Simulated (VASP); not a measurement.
# Ni2H (P-3m1) in VASP: single point with r2SCAN

Aim: the single point of Ni2H with r2SCAN.

Program: VASP 6.6.1. These are calculated values, not measurements. Logs are shortened: lines on timing, memory, paths and dates and some standing lists are left out, and cuts for length are marked.

**1. The cell of the first run**

The structure is trigonal, space group P-3m1 (No. 164). Conventional cell: a = 2.643 Å, b = 2.643 Å, c = 4.308 Å, α = 90.00°, β = 90.00°, γ = 120.00°. Ni (site symmetry 3m) has 3 H at 1.83 Å within 2.4 Å. H (site symmetry -3m) has 6 Ni at 1.83 Å within 2.4 Å.

**2. Single point, r2SCAN**

POSCAR

```
Ni2H
1.0
    2.6430021035      0.0000000000      0.0000000000
   -1.3215010517      2.2889069639      0.0000000000
    0.0000000000      0.0000000000      4.3080000000
Ni H
2 1
Direct
    0.3333333333      0.6666666667      0.2330000000
    0.6666666667      0.3333333333      0.7670000000
    0.0000000000      0.0000000000      0.0000000000
```

INCAR.step1

```
SYSTEM = Ni2H
PREC     = Accurate       ! precision mode
ENCUT    = 520            ! plane-wave cutoff, eV
ISMEAR   = 0              ! smearing method
SIGMA    = 0.1            ! smearing width, eV
LREAL    = .FALSE.        ! projectors in reciprocal space
LASPH    = .TRUE.         ! aspherical terms in the spheres
NELM     = 100            ! most SCF steps
NBANDS   = 18             ! bands
GGA      = PE             ! functional
ALGO     = Normal         ! electronic algorithm
EDIFF    = 1E-4           ! SCF threshold, eV
LWAVE    = .TRUE.         ! write WAVECAR
LCHARG   = .FALSE.        ! write CHGCAR
```

INCAR.step2

```
SYSTEM = Ni2H
PREC     = Accurate       ! precision mode
ENCUT    = 520            ! plane-wave cutoff, eV
EDIFF    = 1E-7           ! SCF threshold, eV
ISMEAR   = 0              ! smearing method
SIGMA    = 0.1            ! smearing width, eV
LREAL    = .FALSE.        ! projectors in reciprocal space
LASPH    = .TRUE.         ! aspherical terms in the spheres
NELM     = 100            ! most SCF steps
ALGO     = Normal         ! electronic algorithm
ISIF     = 2              ! what is computed and relaxed
LWAVE    = .FALSE.        ! write WAVECAR
LCHARG   = .FALSE.        ! write CHGCAR
METAGGA  = R2SCAN         ! meta-GGA
LMIXTAU  = .TRUE.       
NBANDS   = 18             ! bands
ISTART   = 1
```

KPOINTS

```
Automatic mesh
0
G
  18 18 10
  0 0 0
```

Potentials or basis: VASP PAW PBE potentials, release 64 (Ni, H).

The run is started by

```bash
$ cat potpaw_PBE.64/Ni/POTCAR potpaw_PBE.64/H/POTCAR > POTCAR
$ cp INCAR.step1 INCAR
$ mpirun -np 1 vasp_std > vasp.out
$ cp INCAR.step2 INCAR
$ mpirun -np 1 vasp_std > vasp.out
```

OUTCAR:

```text
SYSTEM = Ni2H
   PREC = Accurate
   ENCUT = 520
   EDIFF = 1E-7
   ISMEAR = 0
   LREAL = .FALSE.
   LASPH = .TRUE.
   NELM = 100
   ISIF = 2
   METAGGA = R2SCAN
   ISTART = 1

 ion  position               nearest neighbor table
   1  0.333  0.667  0.233-   3 1.83   3 1.83   3 1.83   2 2.52   2 2.52   2 2.52   2 2.76   2 2.76
                             2 2.76
   2  0.667  0.333  0.767-   3 1.83   3 1.83   3 1.83   1 2.52   1 2.52   1 2.52   1 2.76   1 2.76
                             1 2.76
   3  0.000  0.000  0.000-   1 1.83   2 1.83   1 1.83   2 1.83   2 1.83   1 1.83

  LATTYP: Found a hexagonal cell.
 ALAT       =     2.6430021035
 C/A-ratio  =     1.6299646505

  Lattice vectors:

 A1 = (   2.6430021035,   0.0000000000,   0.0000000000)
 A2 = (  -1.3215010517,   2.2889069639,   0.0000000000)
 A3 = (   0.0000000000,   0.0000000000,   4.3080000000)

Analysis of symmetry for initial positions (statically):
=====================================================================
 Subroutine PRICEL returns:
 Original cell was already a primitive cell.

 Routine SETGRP: Setting up the symmetry group for a
 hexagonal supercell.

 Subroutine GETGRP returns: Found 12 space group operations
 (whereof 12 operations were pure point group operations)
 out of a pool of 24 trial point group operations.

The static configuration has the point symmetry D_3d.

Analysis of symmetry for dynamics (positions and initial velocities):
=====================================================================
 Subroutine PRICEL returns:
 Original cell was already a primitive cell.

 Routine SETGRP: Setting up the symmetry group for a
 hexagonal supercell.

 Subroutine GETGRP returns: Found 12 space group operations
 (whereof 12 operations were pure point group operations)
 out of a pool of 24 trial point group operations.

The dynamic configuration has the point symmetry D_3d.

 Subroutine INISYM returns: Found 12 space group operations
 (whereof 12 operations are pure point group operations),
 and found     1 'primitive' translations

----------------------------------------------------------------------------------------

                                     Primitive cell

  volume of cell :      26.0616

  direct lattice vectors                    reciprocal lattice vectors
     2.643002104  0.000000000  0.000000000     0.378357625  0.218444877  0.000000000
    -1.321501052  2.288906964  0.000000000     0.000000000  0.436889754  0.000000000
     0.000000000  0.000000000  4.308000000     0.000000000  0.000000000  0.232126277

  length of vectors
     2.643002104  2.643002103  4.308000000     0.436889754  0.436889754  0.232126277

  position of ions in fractional coordinates (direct lattice)
     0.333333333  0.666666667  0.233000000
     0.666666667  0.333333333  0.767000000
     0.000000000  0.000000000  0.000000000

  ion indices of the primitive-cell ions
   primitive index   ion index
                 1           1
                 2           2
                 3           3

----------------------------------------------------------------------------------------

 KPOINTS: Automatic mesh

Automatic generation of k-mesh.
 Grid dimensions read from file:
 generate k-points for:   18   18   10

 Generating k-lattice:

  Cartesian coordinates                     Fractional coordinates (reciprocal lattice)
     0.021019868  0.012135826  0.000000000     0.055555556  0.000000000  0.000000000
     0.000000000  0.024271653  0.000000000     0.000000000  0.055555556  0.000000000
     0.000000000  0.000000000  0.023212628     0.000000000  0.000000000  0.100000000

  Length of vectors
     0.024271653  0.024271653  0.023212628

  Shift w.r.t. Gamma in fractional coordinates (k-lattice)
     0.000000000  0.000000000  0.000000000

 Subroutine IBZKPT returns following result:
 ===========================================

 Found    330 irreducible k-points:

 Following reciprocal coordinates:
            Coordinates               Weight
  0.000000  0.000000  0.000000      1.000000
  0.055556 -0.000000  0.000000      6.000000
  0.111111 -0.000000  0.000000      6.000000
  0.166667  0.000000  0.000000      6.000000
  0.222222 -0.000000  0.000000      6.000000
  0.277778  0.000000  0.000000      6.000000
[... 16 lines left out ...]
  0.333333  0.111111  0.000000     12.000000
  0.388889  0.111111  0.000000     12.000000
 [... further k-points ...]
   k-points           NKPTS =    330   k-points in BZ     NKDIM =    330   number of bands    NBANDS=     18
   number of dos      NEDOS =    301   number of ions     NIONS =      3
   total plane-waves  NPLWV =  12800
   dimension x,y,z NGX =    20 NGY =   20 NGZ =   32
   dimension x,y,z NGXF=    40 NGYF=   40 NGZF=   64
   ions per type =               2   1
   NGX,Y,Z   is equivalent  to a cutoff of  12.58, 12.58, 12.35 a.u.
   NGXF,Y,Z  is equivalent  to a cutoff of  25.16, 25.16, 24.70 a.u.
 SYSTEM =  Ni2H
   PREC   = accura    normal or accurate (medium, high low for compatibility)
   ISTART =      1    job   : 0-new  1-cont  2-samecut
   ICHARG =      0    charge: 1-file 2-atom 10-const
   ISPIN  =      1    spin polarized calculation?
   LNONCOLLINEAR =      F non collinear calculations
   LSORBIT =      F    spin-orbit coupling
   LASPH  =      T    aspherical Exc in radial PAW
   ENCUT  =  520.0 eV  38.22 Ry    6.18 a.u.   4.91  4.91  8.01*2*pi/ulx,y,z
   NELM   =    100;   NELMIN=  2; NELMDL=  0     # of ELM steps
   EDIFF  = 0.1E-06   stopping-criterion for ELM
   LREAL  =      F    real-space projection
   EDIFFG = 0.1E-05   stopping-criterion for IOM
   NSW    =      0    number of steps for IOM
   IBRION =     -1    ionic relax: 0-MD 1-quasi-New 2-CG
   NFREE  =      0    steps in history (QN), initial steepest desc. (CG)
   ISIF   =      2    stress and relaxation
   ISYM   =      2    0-nonsym 1-usesym 2-fastsym
   POTIM  = 0.5000    time-step for ionic-motion
   TEBEG  =    0.0;   TEEND  =   0.0 temperature during run
   PSTRESS=    0.0 pullay stress
   NELECT =      21.0000    total number of electrons
   NUPDOWN=      -1.0000    fix difference up-down
   EMIN   =  10.00;   EMAX   =-10.00  energy-range for DOS
   EFERMI =   0.00;   METHOD = LEGACY
   ISMEAR =     0;   SIGMA  =   0.10  broadening in eV -4-tet -1-fermi 0-gaus
   EFERMI_NEDOS =   21; number of points for ismear=-14 and -15
   IALGO  =     38    algorithm
   IMIX   =      4    mixing-type and parameters
     AMIX     =   0.40;   BMIX     =  1.00
     AMIX_MAG =   1.60;   BMIX_MAG =  1.00
  volume/ion in A,a.u.               =       8.69        58.62
  Fermi-wavevector in a.u.,A,eV,Ry     =   1.523401  2.878810 31.575716  2.320750
  Thomas-Fermi vector in A             =   2.631849
   LORBIT       =      0    0 simple, 1 ext, 2 COOP (PROOUT), +10 PAW based schemes
   METAGGA = R2SCAN    functional components
   LHFCALC =     F    Hartree Fock is set to
   AEXX    =    0.0000 exact exchange contribution
   IVDW    =     0    specifies the selected vdW correction
   LEPSILON=     F    determine dielectric tensor
   LRPA    =     F    only Hartree local field effects (RPA)
 non-spin polarized calculation
 Gauss-broadening in eV      SIGMA  =   0.10
  energy-cutoff  :      520.00
  volume of cell :       26.06
 maximum number of plane-waves:       732
   NGX =  9   NGY =  9   NGZ = 17

 number of electron      20.9999988 magnetization

 Free energy of the ion-electron system (eV)
  ---------------------------------------------------
  ext. energy  EPLUGINS =         0.00000000
  ---------------------------------------------------
  free energy    TOTEN  =       -26.91642296 eV

  energy without entropy =      -26.89358073  energy(sigma->0) =      -26.90500185

 E-fermi :   7.5218     XC(G=0): -13.5889

 val. band max:        7.5169921494   @ k =   0.5000  -0.0000   0.0000
 cond. band min:       7.5236828257   @ k =   0.2222   0.1667   0.3000
 fundamental gap:      0.0066906763
 Fermi energy:         7.5218289789

 k-point     1 :       0.0000    0.0000    0.0000
  band No.  band energies     occupation
      1      -3.5760      2.00000
      2       3.4202      2.00000
      3       5.3311      2.00000
      4       5.8254      2.00000
      5       5.8255      2.00000
      6       6.0474      2.00000
[... 10 lines left out ...]
     17      29.4726      0.00000
     18      29.4726      0.00000

 k-point     2 :       0.0556   -0.0000    0.0000
  band No.  band energies     occupation
      1      -3.4922      2.00000
      2       3.4852      2.00000
      3       5.1555      2.00000
      4       5.8601      2.00000
      5       5.8609      2.00000
      6       6.0438      2.00000
[... 10 lines left out ...]
     17      30.3727      0.00000
     18      31.1567      0.00000

 k-point     3 :       0.1111   -0.0000    0.0000
  band No.  band energies     occupation
      1      -3.2444      2.00000
      2       3.6699      2.00000
      3       4.8330      2.00000
      4       5.7780      2.00000
      5       5.9577      2.00000
      6       5.9945      2.00000
[... 10 lines left out ...]
     17      30.2416      0.00000
     18      31.0076      0.00000

 k-point     4 :       0.1667    0.0000    0.0000
  band No.  band energies     occupation
      1      -2.8445      2.00000
      2       3.9388      2.00000
      3       4.5153      2.00000
      4       5.6154      2.00000
      5       5.9156      2.00000
      6       6.0523      2.00000
[... 375 lines left out ...]
      4       5.1864      2.00000
      5       5.7224      2.00000
      6       5.9158      2.00000
[... 10 lines left out ...]
     17      23.5621      0.00000
     18      25.8311      0.00000

 k-point    23 :       0.3333    0.1111    0.0000
  band No.  band energies     occupation
      1      -0.3025      2.00000
      2       3.8140      2.00000
      3       4.5132      2.00000
      4       5.2129      2.00000
      5       5.7006      2.00000
      6       5.9396      2.00000
[... 10 lines left out ...]
     17      21.6696      0.00000
     18      25.1511      0.00000

 k-point    24 :       0.3889    0.1111    0.0000
  band No.  band energies     occupation
      1       0.0986      2.00000
      2       3.7730      2.00000
      3       4.4511      2.00000
      4       5.2615      2.00000
      5       5.6838      2.00000
      6       5.8780      2.00000
[... 10 lines left out ...]
     17      20.1466      0.00000
     18      24.7481      0.00000

 [... further k-points ...]

------------------------ aborting loop because EDIFF is reached ----------------------------------------

  FORCE on cell =-STRESS in cart. coord.  units (eV):
  Direction    XX          YY          ZZ          XY          YZ          ZX
  --------------------------------------------------------------------------------------
  -------------------------------------------------------------------------------------
  Total       -2.6845835     -2.6845835     -2.4087925     -0.0000000     -0.0000000      0.0000000
  in kB     -165.0388371   -165.0388371   -148.0841697     -0.0000000     -0.0000000      0.0000000
  external PRESSURE =    -159.3872813 kB  Pullay stress =       0.0000000 kB

 VOLUME and BASIS-vectors are now :
 -----------------------------------------------------------------------------
  energy-cutoff  :      520.00
  volume of cell :       26.06
      direct lattice vectors                 reciprocal lattice vectors
     2.643002104  0.000000000  0.000000000     0.378357625  0.218444877  0.000000000
    -1.321501052  2.288906964  0.000000000     0.000000000  0.436889754  0.000000000
     0.000000000  0.000000000  4.308000000     0.000000000  0.000000000  0.232126277

 POSITION                                       TOTAL-FORCE (eV/Angst)
 -----------------------------------------------------------------------------------
     -0.00000      1.52594      1.00376         0.000000      0.000000      1.098001
      1.32150      0.76297      3.30424        -0.000000      0.000000     -1.098001
      0.00000      0.00000      0.00000        -0.000000      0.000000     -0.000000
 -----------------------------------------------------------------------------------
    total drift:                               -0.000000      0.000000     -0.000000

  FREE ENERGIE OF THE ION-ELECTRON SYSTEM (eV)
  ---------------------------------------------------
  free  energy   TOTEN  =       -26.9164229645 eV

  energy  without entropy=      -26.8935807334  energy(sigma->0) =      -26.90500185
```

Wall time 8.4 min (1 thread of Intel Xeon Platinum 8259CL at 2.50GHz (Skylake/Cascade Lake), shared host); peak memory 0.26 GiB.

What came out:

```
Free energy            : -26.9164 eV
Pressure               : -15.9 GPa
Largest force          : 1.098 eV/Å
Band gap on the k mesh : zero (an odd number of electrons rules out a gap without spin polarisation)
```

Forces on the atoms (eV/Å):
```
Ni   0.000  0.000  1.098
Ni   0.000  0.000 -1.098
H    0.000  0.000  0.000
```

Stress tensor (GPa, compression positive):
```
-16.50   0.00   0.00
  0.00 -16.50   0.00
  0.00   0.00 -14.81
```

Levels at points of the mesh, in eV from the Fermi level:
| k point | band 7 | band 8 | band 9 | band 10 | band 11 | band 12 | band 13 | band 14 | band 15 | band 16 |
| --- | --- | --- | --- | --- | --- | --- | --- | --- | --- | --- |
| (0.00, 0.00, 0.00) | -1.43 | -1.43 | -1.00 | -1.00 | -0.24 | -0.24 | 4.62 | 14.25 | 21.86 | 21.86 |
| (0.50, 0.00, 0.00) | -1.29 | -0.17 | -0.12 | 0.00 | 0.56 | 2.38 | 8.00 | 8.09 | 8.34 | 11.56 |
| (0.00, 0.00, 0.50) | -1.64 | -1.64 | -0.60 | -0.60 | -0.35 | -0.35 | 9.54 | 13.10 | 16.03 | 21.95 |
| (0.50, 0.00, 0.50) | -0.70 | -0.63 | -0.14 | -0.06 | 0.13 | 1.11 | 5.16 | 5.59 | 13.38 | 14.74 |

Caveat: the cell stands under tension; the PAW data sets were made with another functional, which shifts forces and pressure a little.
